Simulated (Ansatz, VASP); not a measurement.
# Two plane-wave programs on H6C3O2

File INCAR:

```
SYSTEM = H6C3O2
PREC = Accurate ; ENCUT = 520
EDIFF = 1E-6 ; ISMEAR = -1
SIGMA = 0.05 ; LREAL = Auto
LASPH = .TRUE. ; NELM = 80
ALGO = Normal ; ISIF = 2
LWAVE = .FALSE. ; LCHARG = .FALSE.
GGA = PE ; IVDW = 12
IBRION = 2 ; NSW = 35
EDIFFG = -0.3
```

Contents of KPOINTS:

```
regular mesh
0
G
  1 1 1
  0 0 0
```

File POSCAR:

```
H6C3O2
1.0
    7.7969750000      0.0000000000      0.0000000000
    0.0000000000      7.7969750000      0.0000000000
    0.0000000000      0.0000000000      7.7969750000
C O H
9 6 18
Direct
    0.7243559000      0.4758267000      0.5416043000
    0.2299258000      0.3353969000      0.5489199000
    0.9184068000      0.5267200000      0.1244022000
    0.4946003000      0.0088372000     -0.0489716000
    0.3748756000      0.0805089000      0.0879770000
    0.9197972000      0.8673342000      1.0194155000
    0.9135343000      1.0113045000      0.8872828000
    0.1333469000      0.7423715000      0.5501848000
    0.2607972000      0.8842868000      0.5072639000
    0.7551791000      0.4750872000      0.6895953000
    0.6935327000      0.4765662000      0.3936133000
    0.2353644000      0.3464998000      0.6995821000
    0.2244872000      0.3242940000      0.3982577000
    0.7718287000      0.5001741000      0.0986704000
    1.0649850000      0.5532658000      0.1501340000
    0.6033840000     -0.0580475000      0.0088054000
    0.4278291000     -0.0822082000     -0.1320258000
    0.5456599000      0.1110510000     -0.1301561000
    0.2660919000      0.1473937000      0.0302000000
    0.3238159000     -0.0217048000      0.1691615000
    0.4416467000      0.1715543000      0.1710312000
    1.0187412000      0.8912638000      1.1157644000
    0.7973110000      0.8546462000      1.0863619000
    0.9482081000      0.7441722000      0.9588383000
    0.8145903000      0.9873749000      0.7909339000
    0.8851234000      1.1344666000      0.9478600000
    1.0360205000      1.0239925000      0.8203364000
    0.0272099000      0.7402131000      0.4586647000
    0.1948173000      0.6164441000      0.5471275000
    0.0789355000      0.7601343000      0.6781283000
    0.3669342000      0.8864451000      0.5987840000
    0.3152086000      0.8665239000      0.3793204000
    0.1993268000      1.0102142000      0.5103212000
```

Input for Ansatz:

```yaml
accuracy: low
crystal:
  lattice:
    - [7.796975, 0.0, 0.0]
    - [0.0, 7.796975, 0.0]
    - [0.0, 0.0, 7.796975]
  atoms:
    - { symbol: C, position: [0.7243559, 0.4758267, 0.5416043] }
    - { symbol: O, position: [0.7551791, 0.4750872, 0.6895953] }
    - { symbol: O, position: [0.6935327, 0.4765662, 0.3936133] }
    - { symbol: C, position: [0.2299258, 0.3353969, 0.5489199] }
    - { symbol: O, position: [0.2353644, 0.3464998, 0.6995821] }
    - { symbol: O, position: [0.2244872, 0.324294, 0.3982577] }
    - { symbol: C, position: [0.9184068, 0.52672, 0.1244022] }
    - { symbol: O, position: [0.7718287, 0.5001741, 0.0986704] }
    - { symbol: O, position: [1.064985, 0.5532658, 0.150134] }
    - { symbol: C, position: [0.4946003, 0.0088372, -0.0489716] }
    - { symbol: C, position: [0.3748756, 0.0805089, 0.087977] }
    - { symbol: H, position: [0.603384, -0.0580475, 0.0088054] }
    - { symbol: H, position: [0.4278291, -0.0822082, -0.1320258] }
    - { symbol: H, position: [0.5456599, 0.111051, -0.1301561] }
    - { symbol: H, position: [0.2660919, 0.1473937, 0.0302] }
    - { symbol: H, position: [0.3238159, -0.0217048, 0.1691615] }
    - { symbol: H, position: [0.4416467, 0.1715543, 0.1710312] }
    - { symbol: C, position: [0.9197972, 0.8673342, 1.0194155] }
    - { symbol: C, position: [0.9135343, 1.0113045, 0.8872828] }
    - { symbol: H, position: [1.0187412, 0.8912638, 1.1157644] }
    - { symbol: H, position: [0.797311, 0.8546462, 1.0863619] }
    - { symbol: H, position: [0.9482081, 0.7441722, 0.9588383] }
    - { symbol: H, position: [0.8145903, 0.9873749, 0.7909339] }
    - { symbol: H, position: [0.8851234, 1.1344666, 0.94786] }
    - { symbol: H, position: [1.0360205, 1.0239925, 0.8203364] }
    - { symbol: C, position: [0.1333469, 0.7423715, 0.5501848] }
    - { symbol: C, position: [0.2607972, 0.8842868, 0.5072639] }
    - { symbol: H, position: [0.0272099, 0.7402131, 0.4586647] }
    - { symbol: H, position: [0.1948173, 0.6164441, 0.5471275] }
    - { symbol: H, position: [0.0789355, 0.7601343, 0.6781283] }
    - { symbol: H, position: [0.3669342, 0.8864451, 0.598784] }
    - { symbol: H, position: [0.3152086, 0.8665239, 0.3793204] }
    - { symbol: H, position: [0.1993268, 1.0102142, 0.5103212] }
basis:
  ecutwfc: 420.0
kpoints:
  mp_grid: { grid: [1, 1, 1] }
hamiltonian:
  xc: pbe
  dispersion: d3bj
scf:
  occupations: { method: fermi_dirac, width: 0.05 }
  lower_state_search: "off"
relax:
  f_tol: 0.3
  max_steps: 15
  adjacent_minimum: "off"
output:
  write_density: true
  write_potential: true
  elf: true
  volumetric_format: npy
```

Alike in both runs: task relaxation of the atoms; functional PBE; dispersion D3(BJ); k mesh 1 × 1 × 1; occupations fermi-dirac, width 0.05 eV; no spin polarisation.

|  | VASP | Ansatz |
| --- | --- | --- |
| version | VASP 6.6.1 | Ansatz 0.2.0 |
| potentials or method | VASP PAW PBE potentials, release 64 (C, O, H), cutoff 520 eV | scalar-relativistic, plane waves, PAW |
| valence electrons in the cell | 90 | 90 |

|  | VASP | Ansatz | Ansatz less VASP |
| --- | --- | --- | --- |
| gap on the k mesh at the Fermi level, each at its own relaxed structure (eV) | 5.75 | 6.18 | +0.435 |

Ansatz's warnings: xc potential rough in thin density.

Noted on VASP's run: the standard files for N, O and F lose accuracy on very short bonds.
